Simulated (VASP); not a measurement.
Input of a VASP 6.6.1 run:

The input INCAR:

```
SYSTEM = Si2Sn
  PREC = Accurate
  ENCUT = 600
  EDIFF = 1E-6
  ISMEAR = 0
  SIGMA = 0.1
  LREAL = .False.
  LASPH = .True.
  NELM = 80
  ALGO = Normal
  ISIF = 3
  LWAVE = .False.
  LCHARG = .False.
  GGA = PE
  IBRION = 2
  NSW = 100
  EDIFFG = -0.01
```

File KPOINTS:

```
Automatic mesh
0
Gamma
  12 12 4
  0 0 0
```

Contents of POSCAR:

```
Si2Sn
1.0
    3.7009692094      0.0000000000      0.0000000000
   -1.8504846047      3.2051333540      0.0000000000
    0.0000000000      0.0000000000     10.9409526864
Si Sn
4 2
Direct
    0.3333333333      0.6666666667      0.0475311317
    0.3333333333      0.6666666667      0.4524688683
    0.6666666667      0.3333333333      0.9524688683
    0.6666666667      0.3333333333      0.5475311317
    0.3333333333      0.6666666667      0.7500000000
    0.6666666667      0.3333333333      0.2500000000
```

Potentials or basis: VASP PAW PBE potentials, release 64 (Si, Sn_d).

Launch:

```sh
$ cat potpaw_PBE.64/Si/POTCAR potpaw_PBE.64/Sn_d/POTCAR > POTCAR
$ mpirun -np 1 vasp_std > vasp.out
```

(1) Estimate the band gap on the k mesh.

Answers

(1) zero (bands 22 and 23 overlap by 4.60 eV).

Caveat: the relaxation stopped at its first step, so nothing moved; spin-orbit coupling is left out, which moves the levels of the heavy elements.
